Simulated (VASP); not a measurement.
Input of a VASP 6.6.1 run:

Contents of INCAR:

```
ALGO     = Normal         # electronic algorithm
EDIFF    = 1E-7           # SCF threshold, eV
ENCUT    = 520            # plane-wave cutoff, eV
GGA      = PS             # functional
ISIF     = 2              # what is computed and relaxed
ISMEAR   = -1             # smearing method
LASPH    = T              # aspherical terms in the spheres
LCHARG   = T              # write CHGCAR
LELF     = T              # ELF
LREAL    = F              # projectors in reciprocal space
LVHAR    = T            
LWAVE    = F              # write WAVECAR
NBANDS   = 26             # bands
NELM     = 60             # most SCF steps
PREC     = Accurate       # precision mode
SIGMA    = 0.05           # smearing width, eV
```

The input KPOINTS:

```
k-points
0
Gamma
  7 7 4
```

The input POSCAR:

```
CuI
1.0
    3.6129584160      0.0000000000      0.0000000000
    0.0000000000      3.6129584160      0.0000000000
    0.0000000000      0.0000000000      5.3094442615
I Cu
2 2
Direct
    0.0000000000      0.5000000000      0.6803139740
    0.5000000000      0.0000000000      0.3196860260
    0.0000000000      0.0000000000      0.0000000000
    0.5000000000      0.5000000000      0.0000000000
```

Potentials or basis: VASP PAW PBE potentials, release 64 (I, Cu).

Launch:

```console
$ cat potpaw_PBE.64/I/POTCAR potpaw_PBE.64/Cu/POTCAR > POTCAR
$ mpirun -np 1 vasp_std > vasp.out
```

Question: What does it give for the band gap on the k mesh?

Answer: 0.82 eV, indirect (least direct gap 1.56 eV).

Question: Predict the pressure.

Answer: 30.3 GPa.

Question: What does it give for the largest force?

Answer: 0.029 eV/Å.

Forces on the atoms (eV/Å):
```
I    0.000  0.000 -0.029
I    0.000  0.000  0.029
Cu   0.000  0.000  0.000
Cu   0.000  0.000  0.000
```

Caveat: the PAW data sets were made with another functional, which shifts forces and pressure a little; spin-orbit coupling is left out, which moves the levels of the heavy elements. A k mesh can miss the band edges.
